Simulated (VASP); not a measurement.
SiC: single point with HSE06

The system is SiC.

```
CELL_PARAMETERS angstrom
0.00000 2.17805 2.17805
2.25102 0.00000 2.17805
2.25102 2.17805 0.00000
ATOMIC_POSITIONS crystal
Si 0.00000 0.00000 0.00000
C 0.25000 0.25000 0.25000
```

This cell differs from its parent crystal: uniaxial x strain +3.4%.

```
Program             : VASP 6.6.1
Task                : single point
Functional          : HSE06
Potentials or basis : VASP PAW PBE potentials, release 64 (Si, C)
Cutoff              : 520 eV
k mesh              : 8 × 8 × 8
Occupations         : gaussian, width 0.01 eV
Spin                : no spin polarisation
```

The pressure is -8.6 GPa. The band gap on the k mesh is 2.07 eV, indirect (least direct gap 5.64 eV).

Stress tensor (GPa, compression positive):
```
-15.04   0.00   0.00
  0.00  -5.37   0.00
  0.00   0.00  -5.37
```

Levels at points of the mesh, in eV from the valence-band top:
```csv
k point,band 2,band 3,band 4,band 5,band 6,band 7
"(0.00, 0.00, 0.00)",-0.24,0.00,0.00,7.04,8.24,8.24
"(0.50, 0.00, 0.00)",-9.25,-1.45,-1.02,6.13,8.11,8.51
"(0.50, 0.50, 0.00)",-8.38,-3.66,-3.61,2.07,4.97,14.87
"(0.00, 0.50, 0.50)",-8.80,-3.27,-3.27,2.38,5.55,15.55
```

It took 31 min on 1 thread of Intel(R) Xeon(R) 6975P-C (Granite Rapids) (shared host), peak memory 0.26 GiB.

Caveat: the cell differs from its parent crystal (uniaxial x strain +3.4%); the PAW data sets were made with another functional, which shifts forces and pressure a little. A k mesh can miss the band edges.
